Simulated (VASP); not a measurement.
Wanted: the native input for a VASP 6.6.1 run.

```
Task                   : single point
Functional             : PBE
Dispersion             : D3(BJ)
Potentials or basis    : VASP PAW PBE potentials, release 64 (Te, Mo_sv)
Cutoff                 : 520 eV
k mesh                 : 9 × 9 × 1
Occupations            : gaussian, width 0.05 eV
Spin                   : no spin polarisation
Dipole correction      : yes
Further INCAR settings : ALGO = Normal; EDIFF = 1e-06; NBANDS = 35
```

The structure of Te2Mo lies in POSCAR:

```
Te2Mo
1.0
    3.5038817216      0.0000000000      0.0000000000
   -1.7519408608      3.0344505828      0.0000000000
    0.0000000000      0.0000000000     24.7677194079
Te Mo
4 2
Direct
    0.3333333333      0.6666666667      0.1816881048
    0.3333333333      0.6666666667      0.3284056788
    1.0000000000      1.0000000000      0.4668923898
    1.0000000000      1.0000000000      0.6136099637
    0.6666666667      0.3333333333      0.2550468918
    0.6666666667      1.3333333333      0.5402511768
```

This cell differs from its parent crystal: layers slid over each other.

The input as run:

INCAR

```
SYSTEM = Te2Mo
PREC = Accurate
ENCUT = 520
EDIFF = 1E-6
ISMEAR = 0
SIGMA = 0.05
LREAL = .FALSE.
LASPH = .TRUE.
NELM = 80
ALGO = Normal
ISIF = 2
LWAVE = .FALSE.
LCHARG = .FALSE.
LDIPOL = .TRUE.
IDIPOL = 3
DIPOL = 0.5 0.5 0.398
GGA = PE
IVDW = 12
NBANDS = 35
```

KPOINTS

```
regular mesh
0
G
  9 9 1
  0 0 0
```

Potentials or basis: VASP PAW PBE potentials, release 64 (Te, Mo_sv).

The run is started by

```sh
$ cat potpaw_PBE.64/Te/POTCAR potpaw_PBE.64/Mo_sv/POTCAR > POTCAR
$ mpirun -np 1 vasp_std > vasp.out
```

It gave:

```json
{
  "Largest force": "0.040 eV/Å",
  "Band gap on the k mesh": "1.11 eV (least direct gap 1.16 eV)",
  "Dispersion energy per atom": "-0.467 eV"
}
```

Caveat: the cell differs from its parent crystal (layers slid over each other); spin-orbit coupling is left out, which moves the levels of the heavy elements.

It took 3.9 min on 1 thread of Intel(R) Xeon(R) 6975P-C (Granite Rapids) (shared host), peak memory 0.42 GiB.
